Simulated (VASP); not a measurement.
Write the native input for VASP 6.6.1 that does the following.

| Quantity | Value |
| --- | --- |
| Task | single point |
| Functional | PBEsol |
| Potentials or basis | VASP PAW PBE potentials, release 64 (Ni, O) |
| Cutoff | 520 eV |
| k mesh | 12 × 12 × 1 |
| Occupations | gaussian, width 0.1 eV |
| Spin | collinear spin, ferromagnetic start |
| Starting moments | [1.14, 1.14, 1.14, 1.14, 1.14, 0.2, 0.2, 0.2, 0.2] μB |
| Dipole correction | no |
| Further INCAR settings | ALGO = Normal; EDIFF = 1e-06; NBANDS = 51 |

The structure of Ni5O4 lies in POSCAR:

```
Ni5O4
1.0
    2.9105323198      0.0000000000      0.0000000000
   -1.4552661599      2.5205949274      0.0000000000
    0.0000000000      0.0000000000     17.5057587511
Ni O
5 4
Direct
    0.6666666667      0.3333333333      0.2284962370
    0.3333333333      0.6666666667      0.3642481185
    0.0000000000      0.0000000000      0.5000000000
    0.6666666667      0.3333333333      0.6357518815
    0.3333333333      0.6666666667      0.7715037630
    0.0000000000      0.0000000000      0.2963721777
    0.6666666667      0.3333333333      0.4321240592
    0.3333333333      0.6666666667      0.5678759408
    0.0000000000      0.0000000000      0.7036278223
```

The input as run:

INCAR

```
ALGO     = Normal         # electronic algorithm
EDIFF    = 1E-6           # SCF threshold, eV
ENCUT    = 520            # plane-wave cutoff, eV
GGA      = PS             # functional
ISIF     = 2              # what is computed and relaxed
ISMEAR   = 0              # smearing method
ISPIN    = 2              # spin polarisation
LASPH    = True           # aspherical terms in the spheres
LCHARG   = True           # write CHGCAR
LELF     = True           # ELF
LMAXMIX  = 4              # l up to which the mixer works
LORBIT   = 11             # projections on sites
LREAL    = False          # projectors in reciprocal space
LVHAR    = True         
LWAVE    = False          # write WAVECAR
MAGMOM   = 1.14 1.14 1.14 1.14 1.14 0.2 0.2 0.2 0.2 # initial moments
NBANDS   = 51             # bands
NELM     = 150            # most SCF steps
PREC     = Accurate       # precision mode
SIGMA    = 0.1            # smearing width, eV
```

KPOINTS

```
k-points
0
Gamma
  12 12 1
```

Potentials or basis: VASP PAW PBE potentials, release 64 (Ni, O).

The run is started by

```console
$ cat potpaw_PBE.64/Ni/POTCAR potpaw_PBE.64/O/POTCAR > POTCAR
$ mpirun -np 1 vasp_std > vasp.out
```

It gave:

```json
{"Largest force": "0.609 eV/Å", "Net moment": "3.89 μB per cell", "Site moments": "Ni +0.78, +0.56, +0.81 (each value once); O +0.12, +0.09 (each value once) μB", "Valence electrons inside the program's atomic spheres": "Ni 8.96, 9.14, 9.13 (each value once); O 4.92, 4.94 (each value once)"}
```

Caveat: the PAW data sets were made with another functional, which shifts forces and pressure a little.

Wall time 14 min on 1 thread of AMD EPYC 9R45 96-Core Processor (Zen 5) (shared host), peak memory 0.4 GiB.
